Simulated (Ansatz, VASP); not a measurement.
Two plane-wave programs on Sr

INCAR

```
ALGO = Fast
EDIFF = 1E-7
ENCUT = 520
ISIF = 2
ISMEAR = 0
LASPH = T
LCHARG = F
LREAL = F
LWAVE = F
NBANDS = 17
NELM = 60
PREC = Accurate
SIGMA = 0.15
```

Contents of KPOINTS:

```
k-points
0
Gamma
  12 12 8
```

POSCAR

```
Sr
1.0
    3.9108698915      0.0000000000      0.0000000000
   -1.9554349458      3.5528298300      0.0000000000
    0.0000000000      0.0000000000      6.7154259278
Sr
2
Direct
    0.3333333333      0.6666666667      0.2500000000
    0.6666666667      0.3333333333      0.7500000000
```

Input for Ansatz:

```yaml
crystal:
  lattice:
    - [3.9108698915, 0.0, 0.0]
    - [-1.9554349458, 3.55282983, 0.0]
    - [0.0, 0.0, 6.7154259278]
  atoms:
    - { symbol: Sr, position: [0.3333333333, 0.6666666667, 0.25] }
    - { symbol: Sr, position: [0.6666666667, 0.3333333333, 0.75] }
basis:
  ecutwfc: 420
kpoints:
  mp_grid: { grid: [12, 12, 8] }
hamiltonian:
  xc: lda
scf:
  occupations: { method: gaussian, width: 0.15 }
output:
  forces: true
  stress: true
  eigenvalues: true
  write_density: true
  write_potential: true
  elf: true
  volumetric_format: npy
```

Change from the starting cell: mode 4 frozen in at +0.000 Å, normal strain along x -0.0467.

Alike in both runs: task single point; functional LDA; k mesh 12 × 12 × 8; occupations gaussian, width 0.15 eV; no spin polarisation.

|  | VASP | Ansatz |
| --- | --- | --- |
| version | VASP 6.6.1 | Ansatz 0.2.0 |
| potentials or method | VASP PAW LDA potentials, release 64 (Sr_sv), cutoff 520 eV | scalar-relativistic, plane waves, PAW |
| valence electrons in the cell | 20 | 20 |

|  | VASP | Ansatz | Ansatz less VASP |
| --- | --- | --- | --- |
| gap on the k mesh at the Fermi level (eV) | none | none | - |
| pressure (GPa) | 0.6 | 0.6 | +0.01 |
| traceless stress, the component that is largest in VASP (GPa) | 0.79 | 0.79 | +0.001 |
| rms of the force components (eV/Å) | 0.028 | 0.028 | -0.0002 |

LDA's correlation is that of Perdew and Zunger in VASP and of Perdew and Wang (1992) in Ansatz. Atom by atom the forces differ by 0.000 eV/Å (rms over components). A gap of «none» marks a metal or a gap that the smearing closes.
